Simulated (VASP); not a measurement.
Crystal: KSrRe4.

```
CELL_PARAMETERS angstrom
0.00000 3.98334 3.98334
3.98334 0.00000 3.98334
3.98334 3.98334 0.00000
ATOMIC_POSITIONS crystal
K 0.00000 0.00000 0.00000
Sr 0.75000 0.75000 0.75000
Re 0.37352 0.37352 0.87944
Re 0.87944 0.37352 0.37352
Re 0.37352 0.37352 0.37352
Re 0.37352 0.87944 0.37352
```

The cell was generated, and may not be a known phase.

```yaml
Program: VASP 6.6.1
Task: relaxation of cell and atoms
Functional: PBE
Potentials_or_basis: VASP PAW PBE potentials, release 64 (K_sv, Sr_sv, Re)
Cutoff: 600 eV
k_mesh: 4 × 4 × 4
Occupations: gaussian, width 0.1 eV
Spin: no spin polarisation
```

At the start: pressure -7.5 GPa; volume 21.07 Å³/atom.

Task: How do energy, volume and symmetry change on relaxing?

Result: Over 5 steps the energy falls by 33.8 meV/atom and the volume is 19.78 Å³/atom (-6.1 %); space group F-43m (No. 216, to 0.1 Å) before and after.

Step by step:
| step | energy change (eV) | largest force (eV/Å) | pressure (GPa) | volume (Å³) |
| --- | --- | --- | --- | --- |
| 1 | 0.0000 | 0.1748 | -7.49 | 126.41 |
| 2 | 0.1971 | 0.3075 | 14.30 | 109.23 |
| 3 | -0.1964 | 0.2646 | -0.09 | 118.89 |
| 4 | -0.1964 | 0.2630 | 0.12 | 118.74 |
| 5 | -0.2031 | 0.0241 | 0.17 | 118.66 |

Final structure:
```xyz
6
Lattice="0.0000 3.9003 3.9003 3.9003 0.0000 3.9003 3.9003 3.9003 0.0000" Properties=species:S:1:pos:R:3 pbc="T T T"
K     3.9003    0.0000    3.9003
Sr    5.8504    5.8504    5.8504
Re    4.8783    4.8783    2.9222
Re    2.9222    4.8783    4.8783
Re    2.9222    2.9222    2.9222
Re    4.8783    2.9222    4.8783
```
